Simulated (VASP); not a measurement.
Input of a VASP 6.6.1 run:

The input INCAR:

```
PREC = Accurate
ENCUT = 520
EDIFF = 1E-7
ISMEAR = -1
SIGMA = 0.05
LREAL = F
LASPH = T
NELM = 60
ALGO = Normal
ISIF = 2
LWAVE = F
LCHARG = F
NBANDS = 19
```

KPOINTS

```
Automatic mesh
0
Gamma
  10 10 5
```

The input POSCAR:

```
Zr
1.0
    3.1883189697      0.0000000000      0.0000000000
   -1.5941594848      2.7611611736      0.0000000000
    0.0000000000      0.0000000000      5.0774374186
Zr
2
Direct
    0.3333333333      0.6666666667      0.2500000000
    0.6666666667      0.3333333333      0.7500000000
```

Potentials or basis: VASP PAW LDA potentials, release 64 (Zr_sv).

The run is started by

```bash
$ cat potpaw_LDA.64/Zr_sv/POTCAR > POTCAR
$ mpirun -np 1 vasp_std > vasp.out
```

Question: Predict the band gap on the k mesh.

Answer: Zero (band 12 reaches 10.09 eV, above the bottom of band 13 at 8.98 eV).

Question: What does it give for the pressure?

Answer: -2.4 GPa.

Stress tensor (GPa, compression positive):
```
-2.61  0.00  0.00
 0.00 -2.61  0.00
 0.00  0.00 -2.03
```
